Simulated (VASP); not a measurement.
Input of a VASP 6.6.1 run:

INCAR

```
PREC = Accurate ; ENCUT = 750
EDIFF = 1E-6 ; ISMEAR = 0
SIGMA = 0.01 ; LREAL = False
LASPH = True ; NELM = 120
ALGO = Normal ; ISIF = 2
LWAVE = False ; LCHARG = True
GGA = PE ; LELF = True
LVHAR = True ; NBANDS = 13
GGA_COMPAT = False
```

KPOINTS

```
regular mesh
0
Gamma
  4 4 4
```

POSCAR

```
Li2Se
1.0
    0.0000000000      3.0025000000      3.0025000000
    3.0025000000      0.0000000000      3.0025000000
    3.0025000000      3.0025000000      0.0000000000
Li Se
2 1
Direct
    0.2500000000      0.2500000000      0.2500000000
    0.7500000000      0.7500000000      0.7500000000
    0.0000000000      0.0000000000      0.0000000000
```

Potentials or basis: VASP PAW PBE potentials, release 64 (Li_sv, Se).

The run is started by

```bash
$ cat potpaw_PBE.64/Li_sv/POTCAR potpaw_PBE.64/Se/POTCAR > POTCAR
$ mpirun -np 1 vasp_std > vasp.out
```

Q: What does it give for the band gap on the k mesh?

A: 2.97 eV, indirect (least direct gap 3.38 eV).

Q: Estimate the pressure.

A: 0.0 GPa.

Caveat: the k points lie up to 0.45 Å⁻¹ apart. A hybrid or GW would open this gap; PBE tends to underestimate it.
